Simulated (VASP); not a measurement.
A run of VASP 6.6.1 is set up as follows.

INCAR

```
SYSTEM = GaN
ALGO     = Normal         ! electronic algorithm
EDIFF    = 1E-6           ! SCF threshold, eV
ENCUT    = 600            ! plane-wave cutoff, eV
GGA      = PE             ! functional
GGA_COMPAT= .False.      
ISIF     = 2              ! what is computed and relaxed
ISMEAR   = 0              ! smearing method
LASPH    = .True.         ! aspherical terms in the spheres
LCHARG   = .False.        ! write CHGCAR
LREAL    = .False.        ! projectors in reciprocal space
LWAVE    = .False.        ! write WAVECAR
NBANDS   = 16             ! bands
NELM     = 120            ! most SCF steps
PREC     = Accurate       ! precision mode
SIGMA    = 0.01           ! smearing width, eV
```

KPOINTS

```
k-points
0
Gamma
  3 3 3
  0 0 0
```

File POSCAR:

```
GaN
1.0
    0.0000000000      2.2300000000      2.2300000000
    2.2300000000      0.0000000000      2.2300000000
    2.2300000000      2.2300000000      0.0000000000
Ga N
1 1
Direct
    0.0000000000      0.0000000000      0.0000000000
    0.2493504700      0.1876362300      0.2747834400
```

Potentials or basis: VASP PAW PBE potentials, release 64 (Ga_d, N).

Run with:

```sh
$ cat potpaw_PBE.64/Ga_d/POTCAR potpaw_PBE.64/N/POTCAR > POTCAR
$ mpirun -np 1 vasp_std > vasp.out
```

(1) Predict the pressure.

(2) What does it give for the band gap on the k mesh?

(3) Predict the largest force.

Answers

(1) 14.5 GPa.

(2) 1.61 eV, direct.

(3) 1.824 eV/Å.

Caveat: the k points lie up to 0.81 Å⁻¹ apart; forces of over 1 eV/Å act on the atoms, so gaps and moduli don't describe the material at rest.
